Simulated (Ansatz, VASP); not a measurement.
**Two plane-wave programs on TiAl**

```xyz
2
Lattice="2.7287 0.0000 0.0000 0.0000 2.7287 0.0000 0.0000 0.0000 3.6037" Properties=species:S:1:pos:R:3 pbc="T T T"
Ti    0.0000    0.0000    0.0000
Al    1.3643    1.3643    1.8019
```

Alike in both runs: task single point; functional LDA; k mesh 16 × 16 × 16; occupations gaussian, width 0.15 eV; no spin polarisation.

|  | VASP | Ansatz |
| --- | --- | --- |
| version | VASP 6.6.1 | Ansatz 0.2.0 |
| potentials or method | VASP PAW LDA potentials, release 64 (Ti_sv, Al), cutoff 520 eV | scalar-relativistic, plane waves, PAW |
| valence electrons in the cell | 15 | 15 |

|  | VASP | Ansatz | Ansatz less VASP |
| --- | --- | --- | --- |
| gap on the k mesh at the Fermi level (eV) | none | none | - |
| pressure (GPa) | 21.3 | 21.1 | -0.20 |
| traceless stress, the component that is largest in VASP (GPa) | 4.12 | 4.12 | +0.005 |

Ansatz warns that its potentials were made for another functional, while VASP's fit it. LDA's correlation is that of Perdew and Zunger in VASP and of Perdew and Wang (1992) in Ansatz. A gap of «none» marks a metal or a gap that the smearing closes.
